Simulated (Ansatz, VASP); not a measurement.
**KTaO3: VASP beside Ansatz**

```
Ta K O
1.0
     3.96153    0.00000    0.00000
     0.00000    3.96153    0.00000
     0.00000    0.00000    3.96153
Ta K O
1 1 3
Direct
  0.00000 0.00000 0.00000
  0.50000 0.50000 0.50000
  0.00000 0.00000 0.50000
  0.00000 0.50000 0.00000
  0.50000 0.00000 0.00000
```

Change from the starting cell: volume scaled by 0.98.

Alike in both runs: task single point; functional PBE; k mesh 7 × 7 × 7; occupations fermi-dirac, width 0.05 eV; no spin polarisation.

```csv
,VASP,Ansatz
version,VASP 6.6.1,Ansatz 0.2.0
potentials or method,"VASP PAW PBE potentials, release 64 (Ta_pv, K_sv, O), cutoff 520 eV","all-electron LAPW, scalar-relativistic"
```

```tsv
	VASP	Ansatz	Ansatz less VASP
gap on the k mesh at the Fermi level (eV)	2.28	2.34	+0.056
least direct gap on the mesh (eV)	2.83	2.87	+0.035
pressure (GPa)	10.6	9.9	-0.70
```

Ansatz ran all-electron here, and VASP with PAW potentials.

Spin-orbit coupling is off throughout.
